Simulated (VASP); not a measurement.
# Sn2PbO3 (P4/nmm) in VASP: single point with PBE

Aim: the single point of Sn2PbO3 with PBE.

Everything below comes from runs of VASP 6.6.1. Logs are shortened: lines on timing, memory, paths and dates and some standing lists are left out, and cuts for length are marked.

## (1) The cell of the first run

Symmetry: P4/nmm, No. 129, tetragonal system. Conventional cell: a = 3.924 Å, b = 3.924 Å, c = 15.903 Å, α = 90.00°, β = 90.00°, γ = 90.00°. Within 3.0 Å of Sn (site symmetry 4mm) lie 4 O at 2.27 Å. Sn (site symmetry 4mm) has 4 O at 2.27 Å within 3.0 Å. Within 3.1 Å of Pb (site symmetry 4mm) lie 4 O at 2.32 Å. Within 3.0 Å of O (site symmetry 2mm) lie 2 Sn at 2.27 Å and 2 Pb at 2.32 Å and 4 O at 2.77 Å. Within 3.0 Å of O (site symmetry -4m2) lie 4 Sn at 2.27 Å and 4 O at 2.77 Å.

## (2) Single point, PBE

INCAR reads:

```
PREC = Accurate
ENCUT = 520
EDIFF = 1E-7
ISMEAR = 0
SIGMA = 0.02
LREAL = False
LASPH = True
NELM = 80
ALGO = Normal
ISIF = 2
LWAVE = False
LCHARG = False
GGA = PE
NBANDS = 72
```

KPOINTS reads:

```
Automatic mesh
0
Gamma
  8 8 2
```

POSCAR reads:

```
Sn2PbO3
1.0
    3.9238350412      0.0000000000      0.0000000000
    0.0000000000      3.9238350412      0.0000000000
    0.0000000000      0.0000000000     15.9030749170
Sn Pb O
4 2 6
Direct
    0.0000000000      0.5000000000      0.0719113888
    0.0000000000      0.5000000000      0.4124414149
    0.5000000000      0.0000000000      0.9280886112
    0.5000000000      0.0000000000      0.5875585851
    0.0000000000      0.5000000000      0.7372988230
    0.5000000000      0.0000000000      0.2627011770
    0.0000000000      0.0000000000      0.6588898413
    0.0000000000      0.0000000000      0.0000000000
    0.0000000000      0.0000000000      0.3411101587
    0.5000000000      0.5000000000      0.6588898413
    0.5000000000      0.5000000000      0.0000000000
    0.5000000000      0.5000000000      0.3411101587
```

Potentials or basis: VASP PAW PBE potentials, release 64 (Sn_d, Pb_d, O).

Command:

```sh
$ cat potpaw_PBE.64/Sn_d/POTCAR potpaw_PBE.64/Pb_d/POTCAR potpaw_PBE.64/O/POTCAR > POTCAR
$ mpirun -np 1 vasp_std > vasp.out
```

OUTCAR:

```text
PREC = Accurate
   ENCUT = 520
   EDIFF = 1E-7
   ISMEAR = 0
   LREAL = False
   LASPH = True
   NELM = 80
   ISIF = 2
   GGA = PE

 ion  position               nearest neighbor table
   1  0.000  0.500  0.072-   8 2.27  11 2.27   8 2.27  11 2.27   3 3.60   3 3.60   3 3.60   3 3.60

   2  0.000  0.500  0.412-   9 2.27  12 2.27   9 2.27  12 2.27   6 3.66   6 3.66   6 3.66   6 3.66

   3  0.500  0.000  0.928-   8 2.27  11 2.27  11 2.27   8 2.27   1 3.60   1 3.60   1 3.60   1 3.60

   4  0.500  0.000  0.588-   7 2.27  10 2.27  10 2.27   7 2.27   5 3.66   5 3.66   5 3.66   5 3.66

   5  0.000  0.500  0.737-   7 2.32  10 2.32   7 2.32  10 2.32   4 3.66   4 3.66   4 3.66   4 3.66

   6  0.500  0.000  0.263-   9 2.32  12 2.32  12 2.32   9 2.32   2 3.66   2 3.66   2 3.66   2 3.66

   7  0.000  0.000  0.659-   4 2.27   4 2.27   5 2.32   5 2.32
   8  0.000  0.000  0.000-   1 2.27   3 2.27   1 2.27   3 2.27
   9  0.000  0.000  0.341-   2 2.27   2 2.27   6 2.32   6 2.32
  10  0.500  0.500  0.659-   4 2.27   4 2.27   5 2.32   5 2.32
  11  0.500  0.500  0.000-   1 2.27   3 2.27   3 2.27   1 2.27
  12  0.500  0.500  0.341-   2 2.27   2 2.27   6 2.32   6 2.32

  LATTYP: Found a simple tetragonal cell.
 ALAT       =     3.9238350412
 C/A-ratio  =     4.0529417649

  Lattice vectors:

 A1 = (   3.9238350412,   0.0000000000,   0.0000000000)
 A2 = (   0.0000000000,   3.9238350412,   0.0000000000)
 A3 = (   0.0000000000,   0.0000000000,  15.9030749170)

Analysis of symmetry for initial positions (statically):
=====================================================================
 Subroutine PRICEL returns:
 Original cell was already a primitive cell.

 Routine SETGRP: Setting up the symmetry group for a
 simple tetragonal supercell.

 Subroutine GETGRP returns: Found 16 space group operations
 (whereof  8 operations were pure point group operations)
 out of a pool of 16 trial point group operations.

The static configuration has the point symmetry D_2d.
 The point group associated with its full space group is D_4h.

Analysis of symmetry for dynamics (positions and initial velocities):
=====================================================================
 Subroutine PRICEL returns:
 Original cell was already a primitive cell.

 Routine SETGRP: Setting up the symmetry group for a
 simple tetragonal supercell.

 Subroutine GETGRP returns: Found 16 space group operations
 (whereof  8 operations were pure point group operations)
 out of a pool of 16 trial point group operations.

The dynamic configuration has the point symmetry D_2d.
 The point group associated with its full space group is D_4h.

 Subroutine INISYM returns: Found 16 space group operations
 (whereof  8 operations are pure point group operations),
 and found     1 'primitive' translations

----------------------------------------------------------------------------------------

                                     Primitive cell

  volume of cell :     244.8514

  direct lattice vectors                    reciprocal lattice vectors
     3.923835041  0.000000000  0.000000000     0.254852712  0.000000000  0.000000000
     0.000000000  3.923835041  0.000000000     0.000000000  0.254852712  0.000000000
     0.000000000  0.000000000 15.903074917     0.000000000  0.000000000  0.062880921

  length of vectors
     3.923835041  3.923835041 15.903074917     0.254852712  0.254852712  0.062880921

  position of ions in fractional coordinates (direct lattice)
     0.000000000  0.500000000  0.071911389
     0.000000000  0.500000000  0.412441415
     0.500000000  0.000000000  0.928088611
     0.500000000  0.000000000  0.587558585
     0.000000000  0.500000000  0.737298823
     0.500000000  0.000000000  0.262701177
     0.000000000  0.000000000  0.658889841
     0.000000000  0.000000000  0.000000000
     0.000000000  0.000000000  0.341110159
     0.500000000  0.500000000  0.658889841
     0.500000000  0.500000000  0.000000000
     0.500000000  0.500000000  0.341110159

  ion indices of the primitive-cell ions
   primitive index   ion index
                 1           1
                 2           2
                 3           3
                 4           4
                 5           5
                 6           6
                 7           7
                 8           8
                 9           9
                10          10
                11          11
                12          12

----------------------------------------------------------------------------------------

 KPOINTS: Automatic mesh

Automatic generation of k-mesh.
 Grid dimensions read from file:
 generate k-points for:    8    8    2

 Generating k-lattice:

  Cartesian coordinates                     Fractional coordinates (reciprocal lattice)
     0.031856589  0.000000000  0.000000000     0.125000000  0.000000000  0.000000000
     0.000000000  0.031856589  0.000000000     0.000000000  0.125000000  0.000000000
     0.000000000  0.000000000  0.031440461     0.000000000  0.000000000  0.500000000

  Length of vectors
     0.031856589  0.031856589  0.031440461

  Shift w.r.t. Gamma in fractional coordinates (k-lattice)
     0.000000000  0.000000000  0.000000000

 Subroutine IBZKPT returns following result:
 ===========================================

 Found     30 irreducible k-points:

 Following reciprocal coordinates:
            Coordinates               Weight
  0.000000  0.000000  0.000000      1.000000
  0.125000  0.000000  0.000000      4.000000
  0.250000  0.000000  0.000000      4.000000
  0.375000  0.000000  0.000000      4.000000
  0.500000  0.000000  0.000000      2.000000
  0.125000  0.125000  0.000000      4.000000
[... 16 lines left out ...]
  0.375000  0.125000  0.500000      8.000000
  0.500000  0.125000  0.500000      4.000000
 [... further k-points ...]
   k-points           NKPTS =     30   k-points in BZ     NKDIM =     30   number of bands    NBANDS=     72
   number of dos      NEDOS =    301   number of ions     NIONS =     12
   total plane-waves  NPLWV = 108000
   dimension x,y,z NGX =    30 NGY =   30 NGZ =  120
   dimension x,y,z NGXF=    60 NGYF=   60 NGZF=  240
   ions per type =               4   2   6
   NGX,Y,Z   is equivalent  to a cutoff of  12.71, 12.71, 12.54 a.u.
   NGXF,Y,Z  is equivalent  to a cutoff of  25.42, 25.42, 25.09 a.u.
 SYSTEM =  unknown system
   PREC   = accura    normal or accurate (medium, high low for compatibility)
   ISTART =      0    job   : 0-new  1-cont  2-samecut
   ICHARG =      2    charge: 1-file 2-atom 10-const
   ISPIN  =      1    spin polarized calculation?
   LNONCOLLINEAR =      F non collinear calculations
   LSORBIT =      F    spin-orbit coupling
   LASPH  =      T    aspherical Exc in radial PAW
   ENCUT  =  520.0 eV  38.22 Ry    6.18 a.u.   7.30  7.30 29.57*2*pi/ulx,y,z
   NELM   =     80;   NELMIN=  2; NELMDL= -5     # of ELM steps
   EDIFF  = 0.1E-06   stopping-criterion for ELM
   LREAL  =      F    real-space projection
   EDIFFG = 0.1E-05   stopping-criterion for IOM
   NSW    =      0    number of steps for IOM
   IBRION =     -1    ionic relax: 0-MD 1-quasi-New 2-CG
   NFREE  =      0    steps in history (QN), initial steepest desc. (CG)
   ISIF   =      2    stress and relaxation
   ISYM   =      2    0-nonsym 1-usesym 2-fastsym
   POTIM  = 0.5000    time-step for ionic-motion
   TEBEG  =    0.0;   TEEND  =   0.0 temperature during run
   PSTRESS=    0.0 pullay stress
   NELECT =     120.0000    total number of electrons
   NUPDOWN=      -1.0000    fix difference up-down
   EMIN   =  10.00;   EMAX   =-10.00  energy-range for DOS
   EFERMI =   0.00;   METHOD = LEGACY
   ISMEAR =     0;   SIGMA  =   0.02  broadening in eV -4-tet -1-fermi 0-gaus
   EFERMI_NEDOS =   21; number of points for ismear=-14 and -15
   IALGO  =     38    algorithm
   IMIX   =      4    mixing-type and parameters
     AMIX     =   0.40;   BMIX     =  1.00
     AMIX_MAG =   1.60;   BMIX_MAG =  1.00
  volume/ion in A,a.u.               =      20.40       137.69
  Fermi-wavevector in a.u.,A,eV,Ry     =   1.290727  2.439120 22.666981  1.665976
  Thomas-Fermi vector in A             =   2.422541
   LORBIT       =      0    0 simple, 1 ext, 2 COOP (PROOUT), +10 PAW based schemes
   GGA     = PE    functional components
   LHFCALC =     F    Hartree Fock is set to
   AEXX    =    0.0000 exact exchange contribution
   IVDW    =     0    specifies the selected vdW correction
   LEPSILON=     F    determine dielectric tensor
   LRPA    =     F    only Hartree local field effects (RPA)
 non-spin polarized calculation
 Gauss-broadening in eV      SIGMA  =   0.02
  energy-cutoff  :      520.00
  volume of cell :      244.85
 maximum number of plane-waves:      6627
 NGX is ok and might be reduce to    30
   NGX = 15   NGY = 15   NGZ = 59

 number of electron     119.9999960 magnetization

 Free energy of the ion-electron system (eV)
  ---------------------------------------------------
  ext. energy  EPLUGINS =         0.00000000
  ---------------------------------------------------
  free energy    TOTEN  =       -66.84074640 eV

  energy without entropy =      -66.84074640  energy(sigma->0) =      -66.84074640

 E-fermi :   5.5609     XC(G=0):  -9.4939

 val. band max:        5.4164016661   @ k =   0.1250   0.1250   0.0000
 cond. band min:       6.1000688215   @ k =   0.5000   0.5000   0.0000
 fundamental gap:      0.6836671554
 Fermi energy:         5.5609339522

 k-point     1 :       0.0000    0.0000    0.0000
  band No.  band energies     occupation
      1     -16.7914      2.00000
      2     -16.4554      2.00000
      3     -16.4467      2.00000
      4     -16.4467      2.00000
      5     -16.4254      2.00000
      6     -16.4111      2.00000
[... 64 lines left out ...]
     71      10.5240      0.00000
     72      10.5240      0.00000
[... 1723 lines left out ...]
     71      10.7306      0.00000
     72      10.7306      0.00000

 [... further k-points ...]

------------------------ aborting loop because EDIFF is reached ----------------------------------------

  FORCE on cell =-STRESS in cart. coord.  units (eV):
  Direction    XX          YY          ZZ          XY          YZ          ZX
  --------------------------------------------------------------------------------------
  -------------------------------------------------------------------------------------
  Total        0.2069130      0.2069130      0.2174405      0.0000000      0.0000000      0.0000000
  in kB        1.3539288      1.3539288      1.4228150      0.0000000      0.0000000      0.0000000
  external PRESSURE =       1.3768909 kB  Pullay stress =       0.0000000 kB

 VOLUME and BASIS-vectors are now :
 -----------------------------------------------------------------------------
  energy-cutoff  :      520.00
  volume of cell :      244.85
      direct lattice vectors                 reciprocal lattice vectors
     3.923835041  0.000000000  0.000000000     0.254852712  0.000000000  0.000000000
     0.000000000  3.923835041  0.000000000     0.000000000  0.254852712  0.000000000
     0.000000000  0.000000000 15.903074917     0.000000000  0.000000000  0.062880921

 POSITION                                       TOTAL-FORCE (eV/Angst)
 -----------------------------------------------------------------------------------
      0.00000      1.96192      1.14361         0.000000     -0.000000      0.069913
      0.00000      1.96192      6.55909         0.000000      0.000000      0.070925
      1.96192      0.00000     14.75946        -0.000000      0.000000     -0.069913
      1.96192      0.00000      9.34399        -0.000000      0.000000     -0.070925
      0.00000      1.96192     11.72532         0.000000      0.000000      0.042959
      1.96192      0.00000      4.17776        -0.000000      0.000000     -0.042959
      0.00000      0.00000     10.47837         0.000000      0.000000      0.012398
      0.00000      0.00000      0.00000         0.000000     -0.000000      0.000000
      0.00000      0.00000      5.42470        -0.000000     -0.000000     -0.012398
      1.96192      1.96192     10.47837        -0.000000      0.000000      0.012398
      1.96192      1.96192      0.00000        -0.000000      0.000000      0.000000
      1.96192      1.96192      5.42470        -0.000000      0.000000     -0.012398
 -----------------------------------------------------------------------------------
    total drift:                                0.000000      0.000000      0.000000

  FREE ENERGIE OF THE ION-ELECTRON SYSTEM (eV)
  ---------------------------------------------------
  free  energy   TOTEN  =       -66.8407463977 eV

  energy  without entropy=      -66.8407463977  energy(sigma->0) =      -66.84074640
```

It took 19 min on 1 thread of Intel Xeon 8259CL, shared host; peak memory 0.56 GiB.

Results:

| Property | Result |
| --- | --- |
| Free energy | -66.8407 eV |
| Pressure | 0.1 GPa |
| Largest force | 0.071 eV/Å |
| Band gap on the k mesh | 0.68 eV (least direct gap 1.23 eV) |

Forces in eV/Å, atoms in the order of the input:
```
Sn   0.000  0.000  0.070
Sn   0.000  0.000  0.071
Sn   0.000  0.000 -0.070
Sn   0.000  0.000 -0.071
Pb   0.000  0.000  0.043
Pb   0.000  0.000 -0.043
O    0.000  0.000  0.012
O    0.000  0.000  0.000
O    0.000  0.000 -0.012
O    0.000  0.000  0.012
O    0.000  0.000  0.000
O    0.000  0.000 -0.012
```

Levels at points of the mesh, in eV from the valence-band top:
```csv
k point,band 57,band 58,band 59,band 60,band 61,band 62,band 63,band 64
"(0.00, 0.00, 0.00)",-2.16,-1.53,-1.11,-0.08,1.15,1.28,2.09,3.44
"(0.50, 0.00, 0.00)",-1.95,-1.95,-1.17,-1.17,1.88,1.88,2.37,2.37
"(0.50, 0.50, 0.00)",-1.45,-1.45,-1.32,-1.32,0.68,0.68,1.87,1.87
"(0.00, 0.00, 0.50)",-2.16,-1.84,-0.77,-0.16,1.15,1.27,2.08,3.39
"(0.50, 0.00, 0.50)",-2.02,-2.02,-1.15,-1.15,1.87,1.87,2.38,2.38
"(0.50, 0.50, 0.50)",-1.45,-1.45,-1.33,-1.33,0.82,0.82,1.31,1.31
```

Caveat: spin-orbit coupling is left out, which moves the levels of the heavy elements.
